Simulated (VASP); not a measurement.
Set up this calculation in VASP 6.6.1, as the native input.

* Task: single point
* Functional: LDA
* Potentials or basis: VASP PAW LDA potentials, release 64 (Ga_d)
* Cutoff: 520 eV
* k mesh: 10 × 10 × 8
* Occupations: fermi-dirac, width 0.05 eV
* Spin: no spin polarisation
* Dipole correction: no
* Further INCAR settings: ALGO = Fast; EDIFF = 1e-07; NBANDS = 20

The structure of Ga lies in POSCAR:

```
Ga
1.0
    1.3547675884     -3.9443034667      0.0000000000
    1.3547675884      3.9443034667      0.0000000000
   -0.1150499344      0.0000000000      3.2619526240
Ga
2
Direct
    0.1310000000      0.8690000000      0.7500000000
    0.8690000000      0.1310000000      0.2500000000
```

These files were run (other wordings do the same):

INCAR

```
PREC = Accurate
ENCUT = 520
EDIFF = 1E-7
ISMEAR = -1
SIGMA = 0.05
LREAL = F
LASPH = T
NELM = 100
ALGO = Fast
ISIF = 2
LWAVE = F
LCHARG = F
GGA = CA
NBANDS = 20
```

KPOINTS

```
regular mesh
0
Gamma
  10 10 8
```

Potentials or basis: VASP PAW LDA potentials, release 64 (Ga_d).

Command:

```console
$ cat potpaw_LDA.64/Ga_d/POTCAR > POTCAR
$ mpirun -np 1 vasp_std > vasp.out
```

It gave:

```
Pressure               : -0.4 GPa
Largest force          : 0.208 eV/Å
Band gap on the k mesh : zero (band 13 reaches 10.11 eV, above the bottom of band 14 at 1.33 eV)
```

Run time: 52 s on 1 thread of Intel(R) Xeon(R) 6975P-C (Granite Rapids), with other jobs on the host, peak memory 0.23 GiB.
